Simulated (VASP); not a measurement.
# Ag: single point with r2SCAN

Crystal: Ag.

```xyz
1
Lattice="0.0000 2.0789 2.0789 2.0789 0.0000 2.0789 2.0789 2.0789 0.0000" Properties=species:S:1:pos:R:3 pbc="T T T"
Ag    0.0000    0.0000    0.0000
```

```yaml
Program: VASP 6.6.1
Task: single point
Functional: r2SCAN
Potentials_or_basis: VASP PAW PBE potentials, release 64 (Ag)
Cutoff: 520 eV
k_mesh: 22 × 22 × 22
Occupations: fermi-dirac, width 0.1 eV
Spin: no spin polarisation
```

```json
{"Pressure": "-3.5 GPa", "Band gap on the k mesh": "zero (an odd number of electrons rules out a gap without spin polarisation)"}
```

Levels at points of the mesh, in eV from the Fermi level:
```
           k point  band 4  band 5  band 6  band 7  band 8  band 9
(0.00, 0.00, 0.00)   -5.00   -4.05   -4.05   16.47   19.87   19.87
(0.50, 0.00, 0.00)   -3.30   -3.30   -0.23    3.37   15.70   17.99
(0.50, 0.50, 0.00)   -3.10   -3.10    1.73    6.52   10.81   10.81
```

It took 5.5 min on 1 thread of Intel Xeon 8259CL, on a shared host, peak memory 0.2 GiB.

Caveat: the cell stands under tension; the PAW data sets were made with another functional, which shifts forces and pressure a little.
